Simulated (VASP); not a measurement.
# Mo (Pm-3m) in VASP: notebook

The runs below take Mo through single point, with LDA.

Program: VASP 6.6.1. These are calculated values, not measurements. Logs are shortened: lines on timing, memory, paths and dates and some standing lists are left out, and cuts for length are marked.

**1. The cell of the first run**

Symmetry: Pm-3m, No. 221, cubic system. Conventional cell: a = 2.448 Å, b = 2.448 Å, c = 2.448 Å, α = 90.00°, β = 90.00°, γ = 90.00°. Within 3.2 Å of Mo (site symmetry m-3m) lie 6 Mo at 2.45 Å.

**2. Single point, LDA (volume scaled by 0.88)**

The input, INCAR:

```
SYSTEM = Mo
PREC     = Accurate       ! precision mode
ENCUT    = 520            ! plane-wave cutoff, eV
EDIFF    = 1E-6           ! SCF threshold, eV
ISMEAR   = -1             ! smearing method
SIGMA    = 0.05           ! smearing width, eV
LREAL    = .FALSE.        ! projectors in reciprocal space
LASPH    = .TRUE.         ! aspherical terms in the spheres
NELM     = 80             ! most SCF steps
ALGO     = Normal         ! electronic algorithm
ISIF     = 2              ! what is computed and relaxed
LWAVE    = .FALSE.        ! write WAVECAR
LCHARG   = .TRUE.         ! write CHGCAR
LELF     = .TRUE.         ! ELF
LVHAR    = .TRUE.       
NBANDS   = 13             ! bands
```

The input, KPOINTS:

```
regular mesh
0
G
  17 17 17
  0 0 0
```

The input, POSCAR:

```
Mo
1.0
    2.4481722502      0.0000000000      0.0000000000
    0.0000000000      2.4481722502      0.0000000000
    0.0000000000      0.0000000000      2.4481722502
Mo
1
Direct
    0.0000000000      0.0000000000      0.0000000000
```

Potentials or basis: VASP PAW LDA potentials, release 64 (Mo_sv).

The run is started by

```sh
> cat potpaw_LDA.64/Mo_sv/POTCAR > POTCAR
> mpirun -np 1 vasp_std > vasp.out
```

OUTCAR:

```text
SYSTEM = Mo
   PREC = Accurate
   ENCUT = 520
   EDIFF = 1E-6
   ISMEAR = -1
   LREAL = .FALSE.
   LASPH = .TRUE.
   NELM = 80
   ISIF = 2

 ion  position               nearest neighbor table
   1  0.000  0.000  0.000-

  LATTYP: Found a simple cubic cell.
 ALAT       =     2.4481722502

  Lattice vectors:

 A1 = (   2.4481722502,   0.0000000000,   0.0000000000)
 A2 = (   0.0000000000,   2.4481722502,   0.0000000000)
 A3 = (   0.0000000000,   0.0000000000,   2.4481722502)

Analysis of symmetry for initial positions (statically):
=====================================================================
 Subroutine PRICEL returns:
 Original cell was already a primitive cell.

 Routine SETGRP: Setting up the symmetry group for a
 simple cubic supercell.

 Subroutine GETGRP returns: Found 48 space group operations
 (whereof 48 operations were pure point group operations)
 out of a pool of 48 trial point group operations.

The static configuration has the point symmetry O_h .

Analysis of symmetry for dynamics (positions and initial velocities):
=====================================================================
 Subroutine PRICEL returns:
 Original cell was already a primitive cell.

 Routine SETGRP: Setting up the symmetry group for a
 simple cubic supercell.

 Subroutine GETGRP returns: Found 48 space group operations
 (whereof 48 operations were pure point group operations)
 out of a pool of 48 trial point group operations.

The dynamic configuration has the point symmetry O_h .

 Subroutine INISYM returns: Found 48 space group operations
 (whereof 48 operations are pure point group operations),
 and found     1 'primitive' translations

----------------------------------------------------------------------------------------

                                     Primitive cell

  volume of cell :      14.6732

  direct lattice vectors                    reciprocal lattice vectors
     2.448172250  0.000000000  0.000000000     0.408467991  0.000000000  0.000000000
     0.000000000  2.448172250  0.000000000     0.000000000  0.408467991  0.000000000
     0.000000000  0.000000000  2.448172250     0.000000000  0.000000000  0.408467991

  length of vectors
     2.448172250  2.448172250  2.448172250     0.408467991  0.408467991  0.408467991

  position of ions in fractional coordinates (direct lattice)
     0.000000000  0.000000000  0.000000000

  ion indices of the primitive-cell ions
   primitive index   ion index
[... 74 lines left out ...]
   LREAL  =      F    real-space projection
   EDIFFG = 0.1E-04   stopping-criterion for IOM
   NSW    =      0    number of steps for IOM
   IBRION =     -1    ionic relax: 0-MD 1-quasi-New 2-CG
   NFREE  =      0    steps in history (QN), initial steepest desc. (CG)
   ISIF   =      2    stress and relaxation
   ISYM   =      2    0-nonsym 1-usesym 2-fastsym
   POTIM  = 0.5000    time-step for ionic-motion
   TEBEG  =    0.0;   TEEND  =   0.0 temperature during run
   PSTRESS=    0.0 pullay stress
   NELECT =      14.0000    total number of electrons
   NUPDOWN=      -1.0000    fix difference up-down
   EMIN   =  10.00;   EMAX   =-10.00  energy-range for DOS
   EFERMI =   0.00;   METHOD = LEGACY
   ISMEAR =    -1;   SIGMA  =   0.05  broadening in eV -4-tet -1-fermi 0-gaus
   EFERMI_NEDOS =   21; number of points for ismear=-14 and -15
   IALGO  =     38    algorithm
   IMIX   =      4    mixing-type and parameters
     AMIX     =   0.40;   BMIX     =  1.00
     AMIX_MAG =   1.60;   BMIX_MAG =  1.00
  volume/ion in A,a.u.               =      14.67        99.02
  Fermi-wavevector in a.u.,A,eV,Ry     =   1.611668  3.045611 35.340769  2.597473
  Thomas-Fermi vector in A             =   2.707021
   LORBIT       =      0    0 simple, 1 ext, 2 COOP (PROOUT), +10 PAW based schemes
   GGA     = CA    functional components
   LHFCALC =     F    Hartree Fock is set to
   AEXX    =    0.0000 exact exchange contribution
   IVDW    =     0    specifies the selected vdW correction
   LEPSILON=     F    determine dielectric tensor
   LRPA    =     F    only Hartree local field effects (RPA)
 non-spin polarized calculation
  energy-cutoff  :      520.00
  volume of cell :       14.67
 maximum number of plane-waves:       413
   NGX =  9   NGY =  9   NGZ =  9

 number of electron      13.9999995 magnetization

 Free energy of the ion-electron system (eV)
  ---------------------------------------------------
  ext. energy  EPLUGINS =         0.00000000
  ---------------------------------------------------
  free energy    TOTEN  =       -10.74177884 eV

  energy without entropy =      -10.73465230  energy(sigma->0) =      -10.73821557

 E-fermi :  13.2806     XC(G=0): -13.8095

 val. band max:       13.2608550632   @ k =   0.4706   0.4118   0.1176
 cond. band min:      13.3159606790   @ k =   0.2941   0.2941   0.1765
 fundamental gap:      0.0551056158
 Fermi energy:        13.2806190905

 k-point     1 :       0.0000    0.0000    0.0000
  band No.  band energies     occupation
      1     -47.5918      2.00000
      2     -20.4971      2.00000
      3     -20.4971      2.00000
      4     -20.4971      2.00000
      5       6.3586      2.00000
      6       8.1503      2.00000
      7       8.1503      2.00000
      8      18.2569      0.00000
      9      18.2569      0.00000
     10      18.2569      0.00000
     11      30.3925      0.00000
     12      30.3925      0.00000
     13      30.3925      0.00000
[... 354 lines left out ...]
  band No.  band energies     occupation
      1     -47.1626      2.00000
      2     -22.9064      2.00000
      3     -20.5913      2.00000
      4     -20.2283      2.00000
      5       9.5267      2.00000
      6      10.4025      2.00000
      7      11.3769      2.00000
      8      14.1343      0.00000
      9      16.1258      0.00000
     10      18.0588      0.00000
     11      24.6941      0.00000
     12      28.8341      0.00000
     13      33.8397      0.00000

 [... further k-points ...]
[... 5 lines left out ...]
  --------------------------------------------------------------------------------------
  -------------------------------------------------------------------------------------
  Total        3.5580160      3.5580160      3.5580160      0.0000000     -0.0000000      0.0000000
  in kB      388.5013769    388.5013769    388.5013769      0.0000000     -0.0000000      0.0000000
  external PRESSURE =     388.5013769 kB  Pullay stress =       0.0000000 kB

 VOLUME and BASIS-vectors are now :
 -----------------------------------------------------------------------------
  energy-cutoff  :      520.00
  volume of cell :       14.67
      direct lattice vectors                 reciprocal lattice vectors
     2.448172250  0.000000000  0.000000000     0.408467991  0.000000000  0.000000000
     0.000000000  2.448172250  0.000000000     0.000000000  0.408467991  0.000000000
     0.000000000  0.000000000  2.448172250     0.000000000  0.000000000  0.408467991

 POSITION                                       TOTAL-FORCE (eV/Angst)
 -----------------------------------------------------------------------------------
      0.00000      0.00000      0.00000         0.000000      0.000000      0.000000
 -----------------------------------------------------------------------------------
    total drift:                                0.000000      0.000000      0.000000

  FREE ENERGIE OF THE ION-ELECTRON SYSTEM (eV)
  ---------------------------------------------------
  free  energy   TOTEN  =       -10.7417788440 eV

  energy  without entropy=      -10.7346523045  energy(sigma->0) =      -10.73821557
```

OSZICAR:

```text
N       E                     dE             d eps       ncg     rms          rms(c)
DAV:   1     0.999828279283E+02    0.99983E+02   -0.79236E+03  4322   0.112E+03
DAV:   2    -0.988435983662E+01   -0.10987E+03   -0.10519E+03  4745   0.322E+02
DAV:   3    -0.111138925099E+02   -0.12295E+01   -0.12261E+01  4965   0.355E+01
DAV:   4    -0.111169223621E+02   -0.30299E-02   -0.30298E-02  4800   0.208E+00
DAV:   5    -0.111169430449E+02   -0.20683E-04   -0.20685E-04  4975   0.156E-01    0.196E+01
DAV:   6    -0.107978930673E+02    0.31905E+00   -0.35679E-01  4370   0.761E+00    0.754E+00
DAV:   7    -0.107455115178E+02    0.52382E-01   -0.81417E-02  4665   0.342E+00    0.106E+00
DAV:   8    -0.107417769530E+02    0.37346E-02   -0.44420E-03  4440   0.858E-01    0.136E-01
DAV:   9    -0.107417743354E+02    0.26176E-05   -0.37364E-05  5090   0.714E-02    0.435E-02
DAV:  10    -0.107417788368E+02   -0.45014E-05   -0.56925E-06  4715   0.283E-02    0.314E-03
DAV:  11    -0.107417788440E+02   -0.72484E-08   -0.10498E-07  2350   0.431E-03
   1 F= -.10741779E+02 E0= -.10738216E+02  d E =-.712654E-02
```

Wall time 11 s (1 thread of Intel Xeon Platinum 8488C (Sapphire Rapids), shared host); peak memory 0.13 GiB.

Results:

```yaml
Free_energy: -10.7418 eV
Pressure: 38.9 GPa
Band_gap_on_the_k_mesh: zero (band 7 reaches 15.20 eV, above the bottom of band 8 at 12.02 eV)
```

Caveat: the cell differs from its parent crystal (volume scaled by 0.88).

**3. Single point, LDA**

This run uses another cell than the first one, of 16.67 Å³/atom, 1.136 times its volume.

The input, INCAR:

```
  PREC = Accurate
  ENCUT = 520
  EDIFF = 1E-6
  ISMEAR = -1
  SIGMA = 0.05
  LREAL = False
  LASPH = True
  NELM = 100
  ALGO = Normal
  ISIF = 2
  LWAVE = False
  LCHARG = False
  GGA = CA
  NBANDS = 13
```

The input, KPOINTS:

```
regular mesh
0
Gamma
  17 17 17
```

The input, POSCAR:

```
Mo
1.0
    2.5547461120      0.0000000000      0.0000000000
    0.0000000000      2.5547461120      0.0000000000
    0.0000000000      0.0000000000      2.5547461120
Mo
1
Direct
    0.0000000000      0.0000000000      0.0000000000
```

Potentials or basis: VASP PAW LDA potentials, release 64 (Mo_sv).

The run is started by

```sh
> cat potpaw_LDA.64/Mo_sv/POTCAR > POTCAR
> mpirun -np 1 vasp_std > vasp.out
```

Wall time 14 s (1 thread of Intel Xeon Platinum 8488C (Sapphire Rapids), shared host); peak memory 0.14 GiB.

It converged, with:

| Item | Value |
| --- | --- |
| Free energy | -10.9671 eV |
| Pressure | 1.0 GPa |
| Band gap on the k mesh | zero (band 7 reaches 12.92 eV, above the bottom of band 8 at 10.27 eV) |

Levels at points of the mesh, in eV from the Fermi level:
```tsv
k point	band 3	band 4	band 5	band 6	band 7	band 8	band 9	band 10	band 11	band 12
(0.00, 0.00, 0.00)	-34.07	-34.07	-6.60	-4.40	-4.40	4.15	4.15	4.15	15.91	15.91
```

**4. Single point, LDA**

This run uses another cell than the first one, of 16.67 Å³/atom, 1.136 times its volume.

The input, INCAR:

```
  ALGO = Normal
  EDIFF = 1E-7
  ENCUT = 520
  ISIF = 2
  ISMEAR = -1
  LASPH = True
  LCHARG = False
  LREAL = False
  LWAVE = False
  NBANDS = 13
  NELM = 100
  PREC = Accurate
  SIGMA = 0.05
```

The input, KPOINTS:

```
k-points
0
Gamma
  17 17 17
```

POSCAR is that of step 3.

Potentials or basis: VASP PAW LDA potentials, release 64 (Mo_sv).

The run is started by

```sh
> cat potpaw_LDA.64/Mo_sv/POTCAR > POTCAR
> mpirun -np 1 vasp_std > vasp.out
```

OUTCAR:

```text
EDIFF = 1E-7
   ENCUT = 520
   ISIF = 2
   ISMEAR = -1
   LASPH = True
   LREAL = False
   NELM = 100
   PREC = Accurate

 ion  position               nearest neighbor table
   1  0.000  0.000  0.000-

  LATTYP: Found a simple cubic cell.
 ALAT       =     2.5547461120

  Lattice vectors:

 A1 = (   2.5547461120,   0.0000000000,   0.0000000000)
 A2 = (   0.0000000000,   2.5547461120,   0.0000000000)
 A3 = (   0.0000000000,   0.0000000000,   2.5547461120)

Analysis of symmetry for initial positions (statically):
[... 551 lines left out ...]
      4     -22.6093      2.00000
      5       7.8984      2.00000
      6       8.5617      2.00000
      7       9.6258      2.00000
      8      12.0457      0.00000
      9      13.6653      0.00000
     10      15.2736      0.00000
     11      21.0290      0.00000
     12      26.4196      0.00000
     13      30.4436      0.00000

 [... further k-points ...]
[... 5 lines left out ...]
  --------------------------------------------------------------------------------------
  -------------------------------------------------------------------------------------
  Total        0.1051997      0.1051997      0.1051997      0.0000000     -0.0000000      0.0000000
  in kB       10.1083896     10.1083896     10.1083896      0.0000000     -0.0000000      0.0000000
  external PRESSURE =      10.1083896 kB  Pullay stress =       0.0000000 kB

 VOLUME and BASIS-vectors are now :
 -----------------------------------------------------------------------------
  energy-cutoff  :      520.00
  volume of cell :       16.67
      direct lattice vectors                 reciprocal lattice vectors
     2.554746112  0.000000000  0.000000000     0.391428328  0.000000000  0.000000000
     0.000000000  2.554746112  0.000000000     0.000000000  0.391428328  0.000000000
     0.000000000  0.000000000  2.554746112     0.000000000  0.000000000  0.391428328

 POSITION                                       TOTAL-FORCE (eV/Angst)
 -----------------------------------------------------------------------------------
      0.00000      0.00000      0.00000         0.000000      0.000000      0.000000
 -----------------------------------------------------------------------------------
    total drift:                               -0.000000      0.000000      0.000000

  FREE ENERGIE OF THE ION-ELECTRON SYSTEM (eV)
  ---------------------------------------------------
  free  energy   TOTEN  =       -10.9671279441 eV

  energy  without entropy=      -10.9599254025  energy(sigma->0) =      -10.96352667
```

OSZICAR:

```text
N       E                     dE             d eps       ncg     rms          rms(c)
DAV:   1     0.996449477068E+02    0.99645E+02   -0.78614E+03  4314   0.110E+03
DAV:   2    -0.101341498916E+02   -0.10978E+03   -0.10488E+03  4755   0.319E+02
DAV:   3    -0.114190943307E+02   -0.12849E+01   -0.12814E+01  4945   0.358E+01
DAV:   4    -0.114224663619E+02   -0.33720E-02   -0.33720E-02  4735   0.217E+00
DAV:   5    -0.114224918708E+02   -0.25509E-04   -0.25509E-04  4950   0.170E-01    0.144E+01
DAV:   6    -0.110246467393E+02    0.39785E+00   -0.50201E-01  4370   0.866E+00    0.449E+00
DAV:   7    -0.109715405516E+02    0.53106E-01   -0.84141E-02  4690   0.328E+00    0.779E-01
DAV:   8    -0.109671157789E+02    0.44248E-02   -0.38417E-03  4405   0.778E-01    0.638E-02
DAV:   9    -0.109671252468E+02   -0.94679E-05   -0.50860E-05  5160   0.799E-02    0.362E-02
DAV:  10    -0.109671278996E+02   -0.26528E-05   -0.59717E-06  4505   0.266E-02    0.229E-03
DAV:  11    -0.109671279441E+02   -0.44478E-07   -0.84618E-08  3972   0.312E-03
   1 F= -.10967128E+02 E0= -.10963527E+02  d E =-.720254E-02
```

Wall time 13 s (1 thread of Intel Xeon Platinum 8488C (Sapphire Rapids), shared host); peak memory 0.14 GiB.

What came out:

```
Free energy            : -10.9671 eV
Pressure               : 1.0 GPa
Band gap on the k mesh : zero (band 7 reaches 12.92 eV, above the bottom of band 8 at 10.27 eV)
```
